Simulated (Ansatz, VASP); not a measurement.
## Two plane-wave programs on Si

```
Si
1.0
     0.00000    2.66116    2.71547
     2.66116    0.00000    2.71547
     2.66116    2.66116    0.00000
Si
2
Direct
  0.50000 0.50000 0.50000
  0.75000 0.75000 0.75000
```

Change from the starting cell: equal xx and yy strain of -2 %, PAW files.

Alike in both runs: task electric field gradients; functional LDA; k mesh 11 × 11 × 11; occupations fermi-dirac, width 0.08 eV; no spin polarisation.

```csv
,VASP,Ansatz
version,VASP 6.6.1,Ansatz 0.2.0
potentials or method,"VASP PAW LDA potentials, release 64 (Si)","PAW with Ansatz's default frozen-core files, scalar-relativistic"
plane-wave cutoff (eV),520,420
valence electrons in the cell,8,8
```

```tsv
	VASP	Ansatz	Ansatz less VASP
pressure (GPa)	2.5	2.5	-0.05
traceless stress, the component that is largest in VASP (GPa)	-1.33	-1.33	0.000
size of Vzz on the site where it differs most (V/Å²)	0.1	0.2	+0.02
```

LDA's correlation is that of Perdew and Zunger in VASP and of Perdew and Wang (1992) in Ansatz.
